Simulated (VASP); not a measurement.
MnO2 (Pyrolusite):

```
Mn O
1.0
     4.39830    0.00000    0.00000
     0.00000    4.39830    0.00000
     0.00000    0.00000    2.87300
Mn O
2 4
Direct
  0.00000 0.00000 0.00000
  0.50000 0.50000 0.50000
  0.30515 0.30515 0.00000
  0.19485 0.80515 0.50000
  0.69485 0.69485 0.00000
  0.80515 0.19485 0.50000
```

Base run:

| Item | Value |
| --- | --- |
| Program | VASP 6.6.1 |
| Functional | PBE |
| Potentials or basis | VASP PAW PBE potentials, release 64 (Mn_pv, O) |
| Cutoff | 520 eV |
| k mesh | 6 × 6 × 10 |
| Occupations | fermi-dirac, width 0.05 eV |
| Spin | no spin polarisation |

Its results: band gap on the k mesh zero (band 25 reaches 5.68 eV, above the bottom of band 26 at 4.73 eV); pressure -5.1 GPa; largest force 0.281 eV/Å.

The run is repeated on the same cell with these changes: spin from no spin polarisation to collinear spin, ferromagnetic start; further incar settings from ALGO = Normal; EDIFF = 1e-07; NBANDS = 34 to ALGO = Normal; EDIFF = 1e-06; NBANDS = 38. What comes out?

Band gap on the k mesh zero (filled and empty bands overlap); pressure 6.7 GPa; net moment 5.99 μB per cell; site moments Mn +2.69; O +0.10 μB; largest force 0.048 eV/Å.

Caveats: semilocal functionals often make such compounds metallic where correlation or magnetic order opens a gap, which also shifts bond lengths.
